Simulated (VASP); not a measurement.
# AsIr (P4_2/mmc) in VASP: further runs

The runs below take AsIr through single point, relaxation of shape and atoms at fixed volume, relaxation of cell and atoms, with PBEsol.

Program: VASP 6.6.1. These are calculated values, not measurements. Logs are shortened: lines on timing, memory, paths and dates and some standing lists are left out, and cuts for length are marked.

## 1. The cell of the first run

It takes space group P4_2/mmc (No. 131, tetragonal). The conventional cell has a = 2.916 Å, b = 2.916 Å, c = 7.754 Å, α = 90.00°, β = 90.00°, γ = 90.00°. Ir (site symmetry mmm) has 4 As at 2.43 Å and 4 Ir at 2.92 Å within 3.2 Å. As (site symmetry -4m2) has 4 Ir at 2.43 Å and 4 As at 2.92 Å within 3.2 Å.

## 2. Single point, PBEsol

INCAR

```
SYSTEM = AsIr
ALGO = Normal
EDIFF = 1E-6
ENCUT = 560
GGA = PS
GGA_COMPAT = .FALSE.
ISIF = 2
ISMEAR = 0
LASPH = .TRUE.
LCHARG = .FALSE.
LREAL = .FALSE.
LWAVE = .FALSE.
NBANDS = 40
NELM = 120
PREC = Accurate
SIGMA = 0.05
```

KPOINTS

```
k-points
0
G
  8 8 8
  0 0 0
```

POSCAR

```
AsIr
1.0
    2.9162033005      0.0000000000      0.0000000000
    0.0000000000      2.9162033005      0.0000000000
    0.0000000000      0.0000000000      7.7543056971
Ir As
2 2
Direct
    0.0000000000      0.5000000000      0.0000000000
    0.5000000000      0.0000000000      0.5000000000
    0.0000000000      0.0000000000      0.2500000000
    0.0000000000      0.0000000000      0.7500000000
```

Potentials or basis: VASP PAW PBE potentials, release 64 (Ir_sv_GW, As_d).

Run with:

```console
cat potpaw_PBE.64/Ir_sv_GW/POTCAR potpaw_PBE.64/As_d/POTCAR > POTCAR
mpirun -np 1 vasp_std > vasp.out
```

OUTCAR:

```text
SYSTEM = AsIr
   EDIFF = 1E-6
   ENCUT = 560
   GGA = PS
   ISIF = 2
   ISMEAR = 0
   LASPH = .TRUE.
   LREAL = .FALSE.
   NELM = 120
   PREC = Accurate

 ion  position               nearest neighbor table
   1  0.000  0.500  0.000-   3 2.43   4 2.43   3 2.43   4 2.43
   2  0.500  0.000  0.500-   3 2.43   4 2.43   3 2.43   4 2.43
   3  0.000  0.000  0.250-   1 2.43   2 2.43   1 2.43   2 2.43
   4  0.000  0.000  0.750-   1 2.43   2 2.43   1 2.43   2 2.43

  LATTYP: Found a simple tetragonal cell.
 ALAT       =     2.9162033005
 C/A-ratio  =     2.6590415338

  Lattice vectors:

 A1 = (   2.9162033005,   0.0000000000,   0.0000000000)
 A2 = (   0.0000000000,   2.9162033005,   0.0000000000)
 A3 = (   0.0000000000,   0.0000000000,   7.7543056971)

Analysis of symmetry for initial positions (statically):
=====================================================================
 Subroutine PRICEL returns:
 Original cell was already a primitive cell.

 Routine SETGRP: Setting up the symmetry group for a
 simple tetragonal supercell.

 Subroutine GETGRP returns: Found 16 space group operations
 (whereof  8 operations were pure point group operations)
 out of a pool of 16 trial point group operations.

The static configuration has the point symmetry D_2h.
 The point group associated with its full space group is D_4h.

Analysis of symmetry for dynamics (positions and initial velocities):
=====================================================================
 Subroutine PRICEL returns:
 Original cell was already a primitive cell.

 Routine SETGRP: Setting up the symmetry group for a
 simple tetragonal supercell.

 Subroutine GETGRP returns: Found 16 space group operations
 (whereof  8 operations were pure point group operations)
 out of a pool of 16 trial point group operations.

The dynamic configuration has the point symmetry D_2h.
 The point group associated with its full space group is D_4h.

 Subroutine INISYM returns: Found 16 space group operations
 (whereof  8 operations are pure point group operations),
 and found     1 'primitive' translations

----------------------------------------------------------------------------------------

                                     Primitive cell

  volume of cell :      65.9445

  direct lattice vectors                    reciprocal lattice vectors
     2.916203300  0.000000000  0.000000000     0.342911621  0.000000000  0.000000000
     0.000000000  2.916203300  0.000000000     0.000000000  0.342911621  0.000000000
     0.000000000  0.000000000  7.754305697     0.000000000  0.000000000  0.128960611

  length of vectors
     2.916203300  2.916203300  7.754305697     0.342911621  0.342911621  0.128960611

  position of ions in fractional coordinates (direct lattice)
     0.000000000  0.500000000  0.000000000
     0.500000000  0.000000000  0.500000000
     0.000000000  0.000000000  0.250000000
     0.000000000  0.000000000  0.750000000

  ion indices of the primitive-cell ions
   primitive index   ion index
                 1           1
                 2           2
                 3           3
                 4           4

----------------------------------------------------------------------------------------

 KPOINTS: k-points

Automatic generation of k-mesh.
 Grid dimensions read from file:
 generate k-points for:    8    8    8

 Generating k-lattice:

  Cartesian coordinates                     Fractional coordinates (reciprocal lattice)
     0.042863953  0.000000000  0.000000000     0.125000000  0.000000000  0.000000000
     0.000000000  0.042863953  0.000000000     0.000000000  0.125000000  0.000000000
     0.000000000  0.000000000  0.016120076     0.000000000  0.000000000  0.125000000

  Length of vectors
     0.042863953  0.042863953  0.016120076

  Shift w.r.t. Gamma in fractional coordinates (k-lattice)
     0.000000000  0.000000000  0.000000000

 Subroutine IBZKPT returns following result:
 ===========================================

 Found     75 irreducible k-points:

 Following reciprocal coordinates:
            Coordinates               Weight
  0.000000  0.000000  0.000000      1.000000
  0.125000  0.000000  0.000000      4.000000
  0.250000  0.000000  0.000000      4.000000
  0.375000  0.000000  0.000000      4.000000
  0.500000  0.000000  0.000000      2.000000
  0.125000  0.125000  0.000000      4.000000
[... 16 lines left out ...]
  0.375000  0.125000  0.125000     16.000000
  0.500000  0.125000  0.125000      8.000000
 [... further k-points ...]
   k-points           NKPTS =     75   k-points in BZ     NKDIM =     75   number of bands    NBANDS=     40
   number of dos      NEDOS =    301   number of ions     NIONS =      4
   total plane-waves  NPLWV =  34560
   dimension x,y,z NGX =    24 NGY =   24 NGZ =   60
   dimension x,y,z NGXF=    48 NGYF=   48 NGZF=  120
   ions per type =               2   2
   NGX,Y,Z   is equivalent  to a cutoff of  13.68, 13.68, 12.86 a.u.
   NGXF,Y,Z  is equivalent  to a cutoff of  27.36, 27.36, 25.73 a.u.
 SYSTEM =  AsIr
   PREC   = accura    normal or accurate (medium, high low for compatibility)
   ISTART =      0    job   : 0-new  1-cont  2-samecut
   ICHARG =      2    charge: 1-file 2-atom 10-const
   ISPIN  =      1    spin polarized calculation?
   LNONCOLLINEAR =      F non collinear calculations
   LSORBIT =      F    spin-orbit coupling
   LASPH  =      T    aspherical Exc in radial PAW
   ENCUT  =  560.0 eV  41.16 Ry    6.42 a.u.   5.63  5.63 14.96*2*pi/ulx,y,z
   NELM   =    120;   NELMIN=  2; NELMDL= -5     # of ELM steps
   EDIFF  = 0.1E-05   stopping-criterion for ELM
   LREAL  =      F    real-space projection
   EDIFFG = 0.1E-04   stopping-criterion for IOM
   NSW    =      0    number of steps for IOM
   IBRION =     -1    ionic relax: 0-MD 1-quasi-New 2-CG
   NFREE  =      0    steps in history (QN), initial steepest desc. (CG)
   ISIF   =      2    stress and relaxation
   ISYM   =      2    0-nonsym 1-usesym 2-fastsym
   POTIM  = 0.5000    time-step for ionic-motion
   TEBEG  =    0.0;   TEEND  =   0.0 temperature during run
   PSTRESS=    0.0 pullay stress
   NELECT =      64.0000    total number of electrons
   NUPDOWN=      -1.0000    fix difference up-down
   EMIN   =  10.00;   EMAX   =-10.00  energy-range for DOS
   EFERMI =   0.00;   METHOD = LEGACY
   ISMEAR =     0;   SIGMA  =   0.05  broadening in eV -4-tet -1-fermi 0-gaus
   EFERMI_NEDOS =   21; number of points for ismear=-14 and -15
   IALGO  =     38    algorithm
   IMIX   =      4    mixing-type and parameters
     AMIX     =   0.40;   BMIX     =  1.00
     AMIX_MAG =   1.60;   BMIX_MAG =  1.00
  volume/ion in A,a.u.               =      16.49       111.25
  Fermi-wavevector in a.u.,A,eV,Ry     =   1.620847  3.062956 35.744472  2.627145
  Thomas-Fermi vector in A             =   2.714719
   LORBIT       =      0    0 simple, 1 ext, 2 COOP (PROOUT), +10 PAW based schemes
   GGA     = PS    functional components
   LHFCALC =     F    Hartree Fock is set to
   AEXX    =    0.0000 exact exchange contribution
   IVDW    =     0    specifies the selected vdW correction
   LEPSILON=     F    determine dielectric tensor
   LRPA    =     F    only Hartree local field effects (RPA)
 non-spin polarized calculation
 Gauss-broadening in eV      SIGMA  =   0.05
  energy-cutoff  :      560.00
  volume of cell :       65.94
 maximum number of plane-waves:      2006
 NGX is ok and might be reduce to    24
   NGX = 11   NGY = 11   NGZ = 29

 number of electron      64.0000018 magnetization

 Free energy of the ion-electron system (eV)
  ---------------------------------------------------
  ext. energy  EPLUGINS =         0.00000000
  ---------------------------------------------------
  free energy    TOTEN  =       -30.99414413 eV

  energy without entropy =      -30.99018434  energy(sigma->0) =      -30.99216423

 E-fermi :   7.8058     XC(G=0): -12.9307

 val. band max:        7.7863735010   @ k =   0.5000   0.2500   0.3750
 cond. band min:       7.8122407689   @ k =   0.3750   0.3750   0.2500
 fundamental gap:      0.0258672679
 Fermi energy:         7.8057603946

 k-point     1 :       0.0000    0.0000    0.0000
  band No.  band energies     occupation
      1     -84.4970      2.00000
      2     -84.4969      2.00000
      3     -41.6471      2.00000
      4     -41.6410      2.00000
      5     -41.3826      2.00000
      6     -41.3826      2.00000
[... 32 lines left out ...]
     39      15.4857      0.00000
     40      16.1665      0.00000

 k-point     2 :       0.1250    0.0000    0.0000
  band No.  band energies     occupation
      1     -84.4962      2.00000
      2     -84.4956      2.00000
      3     -41.6438      2.00000
      4     -41.6385      2.00000
      5     -41.4138      2.00000
      6     -41.3806      2.00000
[... 32 lines left out ...]
     39      16.3735      0.00000
     40      17.5477      0.00000

 k-point     3 :       0.2500    0.0000    0.0000
  band No.  band energies     occupation
      1     -84.4933      2.00000
      2     -84.4927      2.00000
      3     -41.6364      2.00000
      4     -41.6313      2.00000
      5     -41.4881      2.00000
      6     -41.3754      2.00000
[... 32 lines left out ...]
     39      16.7358      0.00000
     40      17.8576      0.00000

 k-point     4 :       0.3750    0.0000    0.0000
  band No.  band energies     occupation
      1     -84.4906      2.00000
      2     -84.4898      2.00000
      3     -41.6297      2.00000
      4     -41.6238      2.00000
      5     -41.5619      2.00000
      6     -41.3700      2.00000
[... 32 lines left out ...]
     39      16.1329      0.00000
     40      16.8001      0.00000
[... 772 lines left out ...]
     39      18.0063      0.00000
     40      18.4291      0.00000

 k-point    23 :       0.3750    0.1250    0.1250
  band No.  band energies     occupation
      1     -84.4895      2.00000
      2     -84.4888      2.00000
      3     -41.6265      2.00000
      4     -41.6215      2.00000
      5     -41.5594      2.00000
      6     -41.4008      2.00000
[... 32 lines left out ...]
     39      15.8668      0.00000
     40      17.2352      0.00000

 k-point    24 :       0.5000    0.1250    0.1250
  band No.  band energies     occupation
      1     -84.4885      2.00000
      2     -84.4876      2.00000
      3     -41.6238      2.00000
      4     -41.6182      2.00000
      5     -41.5898      2.00000
      6     -41.3986      2.00000
[... 32 lines left out ...]
     39      13.7686      0.00000
     40      16.3028      0.00000

 [... further k-points ...]

------------------------ aborting loop because EDIFF is reached ----------------------------------------

  FORCE on cell =-STRESS in cart. coord.  units (eV):
  Direction    XX          YY          ZZ          XY          YZ          ZX
  --------------------------------------------------------------------------------------
  -------------------------------------------------------------------------------------
  Total       -0.2210763     -0.2210763     -0.2633251     -0.0000000      0.0000000      0.0000000
  in kB       -5.3712374     -5.3712374     -6.3977073     -0.0000000      0.0000000      0.0000000
  external PRESSURE =      -5.7133940 kB  Pullay stress =       0.0000000 kB

 VOLUME and BASIS-vectors are now :
 -----------------------------------------------------------------------------
  energy-cutoff  :      560.00
  volume of cell :       65.94
      direct lattice vectors                 reciprocal lattice vectors
     2.916203300  0.000000000  0.000000000     0.342911621  0.000000000  0.000000000
     0.000000000  2.916203300  0.000000000     0.000000000  0.342911621  0.000000000
     0.000000000  0.000000000  7.754305697     0.000000000  0.000000000  0.128960611

 POSITION                                       TOTAL-FORCE (eV/Angst)
 -----------------------------------------------------------------------------------
      0.00000      1.45810      0.00000         0.000000      0.000000      0.000000
      1.45810      0.00000      3.87715         0.000000      0.000000      0.000000
      0.00000      0.00000      1.93858        -0.000000     -0.000000     -0.000000
      0.00000      0.00000      5.81573         0.000000      0.000000      0.000000
 -----------------------------------------------------------------------------------
    total drift:                                0.000000      0.000000     -0.000000

  FREE ENERGIE OF THE ION-ELECTRON SYSTEM (eV)
  ---------------------------------------------------
  free  energy   TOTEN  =       -30.9941441321 eV

  energy  without entropy=      -30.9901843372  energy(sigma->0) =      -30.99216423
```

It took 3.3 min on 1 thread of Intel Xeon Platinum 8488C (Sapphire Rapids), shared host; peak memory 0.31 GiB.

What came out:

| Quantity | Value |
| --- | --- |
| Free energy | -30.9941 eV |
| Pressure | -0.6 GPa |
| Band gap on the k mesh | zero (bands 32 and 33 overlap by 1.43 eV) |

Caveat: the PAW data sets were made with another functional, which shifts forces and pressure a little; spin-orbit coupling is left out, which moves the levels of the heavy elements.

(Continued in part 2 of 2.)

The gap in the log of VASP goes by the Fermi energy; the results here count the filled bands.